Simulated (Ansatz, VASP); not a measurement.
## Two plane-wave programs on KCl

```xyz
2
Lattice="0.0000 3.0382 3.0382 3.0382 0.0000 3.0382 3.0382 3.0382 0.0000" Properties=species:S:1:pos:R:3 pbc="T T T"
K     0.0000    0.0000    0.0000
Cl    3.0382    3.0382    3.0382
```

Alike in both runs: task relaxation of cell and atoms; functional LDA; k mesh 6 × 6 × 6; occupations gaussian, width 0.02 eV; no spin polarisation.

|  | VASP | Ansatz |
| --- | --- | --- |
| version | VASP 6.6.1 | Ansatz 0.2.0 |
| potentials or method | VASP PAW LDA potentials, release 64 (K_sv, Cl), cutoff 500 eV | scalar-relativistic, plane waves, PAW |
| valence electrons in the cell | 16 | 16 |

```csv
,VASP,Ansatz,Ansatz less VASP
"gap on the k mesh at the Fermi level, each at its own relaxed structure (eV)",5.10,5.11,+0.006
relaxed volume (Å³/atom),28.12,28.05,-0.077
relaxed cell length with the largest relative difference (Å),4.301,4.297,-0.0039
```

LDA's correlation is that of Perdew and Zunger in VASP and of Perdew and Wang (1992) in Ansatz.
